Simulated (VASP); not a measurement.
Write the native input for VASP 6.6.1 that does the following.

```
Task                   : single point
Functional             : PBE
Dispersion             : D3(BJ)
Potentials or basis    : VASP PAW PBE potentials, release 64 (Al, N)
Cutoff                 : 520 eV
k mesh                 : 9 × 9 × 6
Occupations            : gaussian, width 0.02 eV
Spin                   : no spin polarisation
Dipole correction      : no
Further INCAR settings : ALGO = Normal; EDIFF = 1e-06; NBANDS = 16
```

The structure of AlN lies in POSCAR:

```
AlN
1.0
    3.1094088376      0.0000000000      0.0000000000
   -1.5547044188      2.6928270441      0.0000000000
    0.0000000000      0.0000000000      4.9785331921
Al N
2 2
Direct
    0.6666666667      0.3333333333      0.4990569438
    0.3333333333      0.6666666667      0.9990569438
    0.6666666667      0.3333333333      0.8809430562
    0.3333333333      0.6666666667      0.3809430562
```

These files were run (other wordings do the same):

INCAR

```
  PREC = Accurate
  ENCUT = 520
  EDIFF = 1E-6
  ISMEAR = 0
  SIGMA = 0.02
  LREAL = F
  LASPH = T
  NELM = 100
  ALGO = Normal
  ISIF = 2
  LWAVE = F
  LCHARG = F
  GGA = PE
  IVDW = 12
  NBANDS = 16
```

KPOINTS

```
regular mesh
0
Gamma
  9 9 6
```

Potentials or basis: VASP PAW PBE potentials, release 64 (Al, N).

Launch:

```console
$ cat potpaw_PBE.64/Al/POTCAR potpaw_PBE.64/N/POTCAR > POTCAR
$ mpirun -np 1 vasp_std > vasp.out
```

It gave:

```json
{
  "Pressure": "-0.3 GPa",
  "Band gap on the k mesh": "4.22 eV, direct",
  "Dispersion energy per atom": "-0.269 eV"
}
```

Wall time 26 s on 1 thread of Intel(R) Xeon(R) Platinum 8488C (Sapphire Rapids) (shared host), peak memory 0.18 GiB.
